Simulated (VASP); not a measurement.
Write the native input for VASP 6.6.1 that does the following.

- Task: single point
- Functional: LDA
- Potentials or basis: VASP PAW LDA potentials, release 64 (Cd, Te)
- Cutoff: 500 eV
- k mesh: 2 × 2 × 2, shifted
- Occupations: fermi-dirac, width 0.05 eV
- Spin: no spin polarisation
- Dipole correction: no
- Further INCAR settings: ALGO = Normal; EDIFF = 1e-06; NBANDS = 86; ISYM = 0

The structure of CdTe lies in POSCAR:

```
CdTe
1.0
    0.0000000000      6.4100000000      6.4100000000
    6.4100000000      0.0000000000      6.4100000000
    6.4100000000      6.4100000000      0.0000000000
Cd Te
8 8
Direct
    0.0000000000      0.0000000000      0.0000000000
    0.0000000000      0.0000000000      0.5000000000
    0.0000000000      0.5000000000      0.0000000000
    0.0000000000      0.5000000000      0.5000000000
    0.5000000000      0.0000000000      0.0000000000
    0.5000000000      0.0000000000      0.5000000000
    0.5000000000      0.5000000000      0.0000000000
    0.5000000000      0.5000000000      0.5000000000
    0.1250000000      0.1250000000      0.1250000000
    0.1250000000      0.1250000000      0.6250000000
    0.1250000000      0.6250000000      0.1250000000
    0.1250000000      0.6250000000      0.6250000000
    0.6250000000      0.1250000000      0.1250000000
    0.6250000000      0.1250000000      0.6250000000
    0.6250000000      0.6250000000      0.1250000000
    0.6250000000      0.6250000000      0.6250000000
```

One way to write it, as run:

INCAR

```
SYSTEM = CdTe
ALGO = Normal
EDIFF = 1E-6
ENCUT = 500
GGA = CA
GGA_COMPAT = .False.
ISIF = 2
ISMEAR = -1
ISYM = 0
LASPH = .True.
LCHARG = .True.
LELF = .True.
LREAL = .False.
LVHAR = .True.
LWAVE = .False.
NBANDS = 86
NELM = 120
PREC = Accurate
SIGMA = 0.05
```

KPOINTS

```
Automatic mesh
0
Gamma
  2 2 2
  0.5 0.5 0.5
```

Potentials or basis: VASP PAW LDA potentials, release 64 (Cd, Te).

Launch:

```bash
$ cat potpaw_LDA.64/Cd/POTCAR potpaw_LDA.64/Te/POTCAR > POTCAR
$ mpirun -np 1 vasp_std > vasp.out
```

Results of the run:

The pressure is 0.2 GPa and the band gap on the k mesh is 1.73 eV.

Caveat: spin-orbit coupling is left out, which moves the levels of the heavy elements; a shifted mesh leaves out Γ, where band edges can lie.

Wall time 29 min on 1 thread of Intel(R) Xeon(R) Platinum 8375C CPU @ 2.90GHz (Ice Lake), with other jobs on the host, peak memory 0.78 GiB.
